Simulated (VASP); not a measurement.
# Sb (Fm-3m) in VASP: a series of runs

Runs on Sb. Level: PBEsol. Tasks: electric field gradients.

All numbers are computed with VASP 6.6.1; they aren't measurements. Logs are shortened: lines on timing, memory, paths and dates and some standing lists are left out, and cuts for length are marked.

### 1 The cell of the first run

The structure is cubic, space group Fm-3m (No. 225). The conventional cell has a = 4.516 Å, b = 4.516 Å, c = 4.516 Å, α = 90.00°, β = 90.00°, γ = 90.00°. Sb (site symmetry m-3m) has 12 Sb at 3.19 Å within 4.2 Å.

### 2 Electric field gradients, PBEsol (volume scaled by 0.94)

INCAR reads:

```
SYSTEM = Sb
PREC     = Accurate       ! precision mode
ENCUT    = 520            ! plane-wave cutoff, eV
EDIFF    = 1E-8           ! SCF threshold, eV
ISMEAR   = -1             ! smearing method
SIGMA    = 0.05           ! smearing width, eV
LREAL    = .False.        ! projectors in reciprocal space
LASPH    = .True.         ! aspherical terms in the spheres
NELM     = 80             ! most SCF steps
ALGO     = Normal         ! electronic algorithm
ISIF     = 2              ! what is computed and relaxed
LWAVE    = .False.        ! write WAVECAR
LCHARG   = .False.        ! write CHGCAR
GGA      = PS             ! functional
LEFG     = .True.       
NBANDS   = 8              ! bands
```

KPOINTS reads:

```
regular mesh
0
Gamma
  12 12 12
  0 0 0
```

POSCAR reads:

```
Sb
1.0
    0.0000000000      2.2579459806      2.2579459806
    2.2579459806      0.0000000000      2.2579459806
    2.2579459806      2.2579459806      0.0000000000
Sb
1
Direct
    0.0000000000      0.0000000000      0.0000000000
```

Potentials or basis: VASP PAW PBE potentials, release 64 (Sb).

Command:

```console
$ cat potpaw_PBE.64/Sb/POTCAR > POTCAR
$ mpirun -np 1 vasp_std > vasp.out
```

OUTCAR:

```text
SYSTEM = Sb
   PREC = Accurate
   ENCUT = 520
   EDIFF = 1E-8
   ISMEAR = -1
   LREAL = .False.
   LASPH = .True.
   NELM = 80
   ISIF = 2
   GGA = PS

 ion  position               nearest neighbor table
   1  0.000  0.000  0.000-

  LATTYP: Found a face centered cubic cell.
 ALAT       =     4.5158919612

  Lattice vectors:

 A1 = (   0.0000000000,   2.2579459806,   2.2579459806)
 A2 = (   2.2579459806,   0.0000000000,   2.2579459806)
 A3 = (   2.2579459806,   2.2579459806,   0.0000000000)

Analysis of symmetry for initial positions (statically):
=====================================================================
 Subroutine PRICEL returns:
 Original cell was already a primitive cell.

 Routine SETGRP: Setting up the symmetry group for a
 face centered cubic supercell.

 Subroutine GETGRP returns: Found 48 space group operations
 (whereof 48 operations were pure point group operations)
 out of a pool of 48 trial point group operations.

The static configuration has the point symmetry O_h .

Analysis of symmetry for dynamics (positions and initial velocities):
=====================================================================
 Subroutine PRICEL returns:
 Original cell was already a primitive cell.

 Routine SETGRP: Setting up the symmetry group for a
 face centered cubic supercell.

 Subroutine GETGRP returns: Found 48 space group operations
 (whereof 48 operations were pure point group operations)
 out of a pool of 48 trial point group operations.

The dynamic configuration has the point symmetry O_h .

 Subroutine INISYM returns: Found 48 space group operations
 (whereof 48 operations are pure point group operations),
 and found     1 'primitive' translations

----------------------------------------------------------------------------------------

                                     Primitive cell

  volume of cell :      23.0235

  direct lattice vectors                    reciprocal lattice vectors
     0.000000000  2.257945981  2.257945981    -0.221440196  0.221440196  0.221440196
     2.257945981  0.000000000  2.257945981     0.221440196 -0.221440196  0.221440196
     2.257945981  2.257945981  0.000000000     0.221440196  0.221440196 -0.221440196

  length of vectors
     3.193217829  3.193217829  3.193217829     0.383545670  0.383545670  0.383545670

  position of ions in fractional coordinates (direct lattice)
     0.000000000  0.000000000  0.000000000

  ion indices of the primitive-cell ions
   primitive index   ion index
                 1           1

----------------------------------------------------------------------------------------

 KPOINTS: regular mesh

Automatic generation of k-mesh.
 Grid dimensions read from file:
 generate k-points for:   12   12   12

 Generating k-lattice:

  Cartesian coordinates                     Fractional coordinates (reciprocal lattice)
    -0.018453350  0.018453350  0.018453350     0.083333333  0.000000000  0.000000000
     0.018453350 -0.018453350  0.018453350     0.000000000  0.083333333  0.000000000
     0.018453350  0.018453350 -0.018453350     0.000000000  0.000000000  0.083333333

  Length of vectors
     0.031962139  0.031962139  0.031962139

  Shift w.r.t. Gamma in fractional coordinates (k-lattice)
     0.000000000  0.000000000  0.000000000

 Subroutine IBZKPT returns following result:
 ===========================================

 Found     72 irreducible k-points:

 Following reciprocal coordinates:
            Coordinates               Weight
  0.000000  0.000000  0.000000      1.000000
  0.083333  0.000000  0.000000      8.000000
  0.166667  0.000000  0.000000      8.000000
  0.250000  0.000000  0.000000      8.000000
  0.333333  0.000000  0.000000      8.000000
  0.416667  0.000000  0.000000      8.000000
[... 16 lines left out ...]
  0.500000  0.166667  0.000000     24.000000
 -0.416667  0.166667  0.000000     24.000000
 [... further k-points ...]
   k-points           NKPTS =     72   k-points in BZ     NKDIM =     72   number of bands    NBANDS=      8
   number of dos      NEDOS =    301   number of ions     NIONS =      1
   total plane-waves  NPLWV =  13824
   dimension x,y,z NGX =    24 NGY =   24 NGZ =   24
   dimension x,y,z NGXF=    48 NGYF=   48 NGZF=   48
   ions per type =               1
   NGX,Y,Z   is equivalent  to a cutoff of  12.49, 12.49, 12.49 a.u.
   NGXF,Y,Z  is equivalent  to a cutoff of  24.99, 24.99, 24.99 a.u.
 SYSTEM =  Sb
   PREC   = accura    normal or accurate (medium, high low for compatibility)
   ISTART =      0    job   : 0-new  1-cont  2-samecut
   ICHARG =      2    charge: 1-file 2-atom 10-const
   ISPIN  =      1    spin polarized calculation?
   LNONCOLLINEAR =      F non collinear calculations
   LSORBIT =      F    spin-orbit coupling
   LASPH  =      T    aspherical Exc in radial PAW
   ENCUT  =  520.0 eV  38.22 Ry    6.18 a.u.   5.94  5.94  5.94*2*pi/ulx,y,z
   NELM   =     80;   NELMIN=  2; NELMDL= -5     # of ELM steps
   EDIFF  = 0.1E-07   stopping-criterion for ELM
   LREAL  =      F    real-space projection
   EDIFFG = 0.1E-06   stopping-criterion for IOM
   NSW    =      0    number of steps for IOM
   IBRION =     -1    ionic relax: 0-MD 1-quasi-New 2-CG
   NFREE  =      0    steps in history (QN), initial steepest desc. (CG)
   ISIF   =      2    stress and relaxation
   ISYM   =      2    0-nonsym 1-usesym 2-fastsym
   POTIM  = 0.5000    time-step for ionic-motion
   TEBEG  =    0.0;   TEEND  =   0.0 temperature during run
   PSTRESS=    0.0 pullay stress
   NELECT =       5.0000    total number of electrons
   NUPDOWN=      -1.0000    fix difference up-down
   EMIN   =  10.00;   EMAX   =-10.00  energy-range for DOS
   EFERMI =   0.00;   METHOD = LEGACY
   ISMEAR =    -1;   SIGMA  =   0.05  broadening in eV -4-tet -1-fermi 0-gaus
   EFERMI_NEDOS =   21; number of points for ismear=-14 and -15
   IALGO  =     38    algorithm
   IMIX   =      4    mixing-type and parameters
     AMIX     =   0.40;   BMIX     =  1.00
     AMIX_MAG =   1.60;   BMIX_MAG =  1.00
  volume/ion in A,a.u.               =      23.02       155.37
  Fermi-wavevector in a.u.,A,eV,Ry     =   0.984029  1.859545 13.174703  0.968313
  Thomas-Fermi vector in A             =   2.115231
   LORBIT       =      0    0 simple, 1 ext, 2 COOP (PROOUT), +10 PAW based schemes
   GGA     = PS    functional components
   LHFCALC =     F    Hartree Fock is set to
   AEXX    =    0.0000 exact exchange contribution
   IVDW    =     0    specifies the selected vdW correction
   LEPSILON=     F    determine dielectric tensor
   LRPA    =     F    only Hartree local field effects (RPA)
 non-spin polarized calculation
  energy-cutoff  :      520.00
  volume of cell :       23.02
 maximum number of plane-waves:       636
   NGX = 11   NGY = 11   NGZ = 11

 number of electron       5.0000000 magnetization

 Free energy of the ion-electron system (eV)
  ---------------------------------------------------
  ext. energy  EPLUGINS =         0.00000000
  ---------------------------------------------------
  free energy    TOTEN  =        -4.19533578 eV

  energy without entropy =       -4.19087727  energy(sigma->0) =       -4.19310652

 E-fermi :  10.6357     XC(G=0): -11.0248

 val. band max:       10.6084280178   @ k =   0.4167   0.3333   0.0000
 cond. band min:      10.6480948871   @ k =  -0.3333   0.3333   0.1667
 fundamental gap:      0.0396668693
 Fermi energy:        10.6357499213

 k-point     1 :       0.0000    0.0000    0.0000
  band No.  band energies     occupation
      1      -3.7129      2.00000
      2      17.1103      0.00000
      3      17.1103      0.00000
      4      17.1103      0.00000
      5      20.7699      0.00000
      6      21.1037      0.00000
      7      21.1037      0.00000
      8      21.1037      0.00000

 k-point     2 :       0.0833    0.0000    0.0000
  band No.  band energies     occupation
      1      -3.5540      2.00000
      2      15.5193      0.00000
      3      16.8604      0.00000
      4      16.8604      0.00000
      5      19.9048      0.00000
      6      21.4905      0.00000
      7      21.4905      0.00000
      8      23.0881      0.00000

 k-point     3 :       0.1667    0.0000    0.0000
  band No.  band energies     occupation
      1      -3.0778      2.00000
      2      12.6685      0.00000
      3      16.3294      0.00000
      4      16.3294      0.00000
      5      19.5561      0.00000
      6      22.1379      0.00000
      7      22.1379      0.00000
      8      23.6352      0.00000

 k-point     4 :       0.2500    0.0000    0.0000
  band No.  band energies     occupation
      1      -2.2888      2.00000
      2       9.7849      2.00000
      3      15.7886      0.00000
      4      15.7886      0.00000
      5      19.3872      0.00000
      6      21.5947      0.00000
      7      21.5947      0.00000
      8      22.6724      0.00000

 k-point     5 :       0.3333    0.0000    0.0000
  band No.  band energies     occupation
      1      -1.2044      2.00000
      2       7.1332      2.00000
      3      15.3590      0.00000
      4      15.3590      0.00000
      5      19.3886      0.00000
      6      20.8052      0.00000
      7      20.8052      0.00000
      8      21.5499      0.00000
[... 177 lines left out ...]
 k-point    22 :       0.4167    0.1667    0.0000
  band No.  band energies     occupation
      1      -0.2326      2.00000
      2       6.8171      2.00000
      3      12.5682      0.00000
      4      13.2712      0.00000
      5      17.0972      0.00000
      6      21.8233      0.00000
      7      23.0992      0.00000
      8      24.1047      0.00000

 k-point    23 :       0.5000    0.1667    0.0000
  band No.  band energies     occupation
      1       1.0440      2.00000
      2       4.8275      2.00000
      3      11.7794      0.00000
      4      13.4582      0.00000
      5      17.1481      0.00000
      6      22.3926      0.00000
      7      22.6871      0.00000
      8      24.7541      0.00000

 k-point    24 :      -0.4167    0.1667    0.0000
  band No.  band energies     occupation
      1       1.3579      2.00000
      2       4.4194      2.00000
      3      11.2298      0.00001
      4      13.9494      0.00000
      5      17.5107      0.00000
      6      21.9144      0.00000
      7      22.3981      0.00000
      8      25.3451      0.00000

 [... further k-points ...]
[... 5 lines left out ...]
  --------------------------------------------------------------------------------------
  -------------------------------------------------------------------------------------
  Total        1.6596050      1.6596050      1.6596050      0.0000000      0.0000000      0.0000000
  in kB      115.4900817    115.4900817    115.4900817      0.0000000      0.0000000      0.0000000
  external PRESSURE =     115.4900817 kB  Pullay stress =       0.0000000 kB

 VOLUME and BASIS-vectors are now :
 -----------------------------------------------------------------------------
  energy-cutoff  :      520.00
  volume of cell :       23.02
      direct lattice vectors                 reciprocal lattice vectors
     0.000000000  2.257945981  2.257945981    -0.221440196  0.221440196  0.221440196
     2.257945981  0.000000000  2.257945981     0.221440196 -0.221440196  0.221440196
     2.257945981  2.257945981  0.000000000     0.221440196  0.221440196 -0.221440196

 POSITION                                       TOTAL-FORCE (eV/Angst)
 -----------------------------------------------------------------------------------
      0.00000      0.00000      0.00000        -0.000000      0.000000      0.000000
 -----------------------------------------------------------------------------------
    total drift:                                0.000000      0.000000     -0.000000

  FREE ENERGIE OF THE ION-ELECTRON SYSTEM (eV)
  ---------------------------------------------------
  free  energy   TOTEN  =        -4.1953357756 eV

  energy  without entropy=       -4.1908772663  energy(sigma->0) =       -4.19310652

 Electric field gradients (V/A^2)
---------------------------------------------------------------------
 ion       V_xx      V_yy      V_zz      V_xy      V_xz      V_yz
---------------------------------------------------------------------
   1       0.000    -0.000    -0.000     0.000     0.000     0.000
---------------------------------------------------------------------

 Electric field gradients after diagonalization (V/A^2)
 (convention: |V_zz| > |V_xx| > |V_yy|)
----------------------------------------------------------------------
 ion       V_xx      V_yy      V_zz     asymmetry (V_yy - V_xx)/ V_zz
----------------------------------------------------------------------
   1      -0.000    -0.000     0.000       0.000
----------------------------------------------------------------------

           NMR quadrupolar parameters

 Cq : quadrupolar parameter    Cq=e*Q*V_zz/h
 eta: asymmetry parameters     (V_yy - V_xx)/ V_zz
 Q  : nuclear electric quadrupole moment in mb (millibarn)
----------------------------------------------------------------------
 ion       Cq(MHz)       eta       Q (mb)
----------------------------------------------------------------------
   1       0.000       0.000       1.000
----------------------------------------------------------------------
```

Wall time 8 s (1 thread of Intel Xeon 6975P-C, shared host); peak memory 0.14 GiB.

What came out:

- Free energy: -4.1953 eV
- Pressure: 11.5 GPa

Caveat: without QUAD_EFG the Cq values of the log hold for a quadrupole moment of 1 mb, not for the nuclei; the PAW data sets were made with another functional, which shifts forces and pressure a little; spin-orbit coupling is left out, which moves the levels of the heavy elements.

[end of part 1 of 2]
